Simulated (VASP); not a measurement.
Set up this calculation in VASP 6.6.1, as the native input.

| Property | Result |
| --- | --- |
| Task | single point |
| Functional | PBEsol |
| Dispersion | D3(BJ) |
| Potentials or basis | VASP PAW PBE potentials, release 64 (Sn_d, Se) |
| Cutoff | 520 eV |
| k mesh | 12 × 12 × 6 |
| Occupations | gaussian, width 0.05 eV |
| Spin | no spin polarisation |
| Dipole correction | no |
| Further INCAR settings | ALGO = Normal; EDIFF = 1e-07; NBANDS = 20 |

The structure of SnSe2 lies in POSCAR:

```
SnSe2
1.0
    3.5061188790      0.0000000000      0.0000000000
   -1.7530594395      3.0363880179      0.0000000000
    0.0000000000      0.0000000000      6.3824800000
Sn Se
1 2
Direct
    0.0000000000      0.0000000000      0.0000000000
    0.3333333333      0.6666666667      0.2500000000
    0.6666666667      0.3333333333      0.7500000000
```

This cell differs from its parent crystal: strain -0.080 along x and y, +0.040 along z.

One way to write it, as run:

INCAR

```
PREC = Accurate ; ENCUT = 520
EDIFF = 1E-7 ; ISMEAR = 0
SIGMA = 0.05 ; LREAL = F
LASPH = T ; NELM = 60
ALGO = Normal ; ISIF = 2
LWAVE = F ; LCHARG = F
GGA = PS ; IVDW = 12
NBANDS = 20
```

KPOINTS

```
Automatic mesh
0
Gamma
  12 12 6
```

Potentials or basis: VASP PAW PBE potentials, release 64 (Sn_d, Se).

Launch:

```bash
$ cat potpaw_PBE.64/Sn_d/POTCAR potpaw_PBE.64/Se/POTCAR > POTCAR
$ mpirun -np 1 vasp_std > vasp.out
```

Results of the run:

| Quantity | Value |
| --- | --- |
| Pressure | 13.0 GPa |
| Largest force | 1.274 eV/Å |
| Band gap on the k mesh | 0.24 eV, indirect (least direct gap 1.13 eV) |
| Dispersion energy per atom | -0.373 eV |

Caveat: the cell differs from its parent crystal (strain -0.080 along x and y, +0.040 along z); the PAW data sets were made with another functional, which shifts forces and pressure a little; spin-orbit coupling is left out, which moves the levels of the heavy elements.

It took 48 s on 1 thread of Intel(R) Xeon(R) 6975P-C (Granite Rapids) (shared host), peak memory 0.28 GiB.
